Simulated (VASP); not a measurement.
Crystal: Fe.

```xyz
1
Lattice="-1.4304 1.4304 1.4304 1.4304 -1.4304 1.4304 1.4304 1.4304 -1.4304" Properties=species:S:1:pos:R:3 pbc="T T T"
Fe    0.0000    0.0000    0.0000
```

Base run:

```yaml
Program: VASP 6.6.1
Functional: PBE
Potentials_or_basis: VASP PAW PBE potentials, release 64 (Fe)
Cutoff: 520 eV
k_mesh: 12 × 12 × 12
Occupations: fermi-dirac, width 0.05 eV
Spin: collinear spin, ferromagnetic start
Starting_moments: "[1.23] μB"
Fixed_moment: 1.23 μB
Hubbard_terms: Fe d U = 5.3 eV
```

Its results: pressure -1.5 GPa; site moments Fe +1.25 μB.

Task: After a change of settings the same cell gave: pressure 105.7 GPa; site moments Fe +4.76 μB. Which change was it?
A. fixed moment from 1.23 μB to 1.84 μB; moments at the start from [1.23] to [1.84]
B. fixed moment from 1.23 μB to 4.9 μB; moments at the start from [1.23] to [4.9]
C. fixed moment from 1.23 μB to none; moments at the start from [1.23] to [0.4]
D. fixed moment from 1.23 μB to none; moments at the start from [1.23] to [4.0]

Result: B.

Caveats: the total moment is fixed, so each spin has its own Fermi level; the U is typed as a test and isn't derived for this compound.
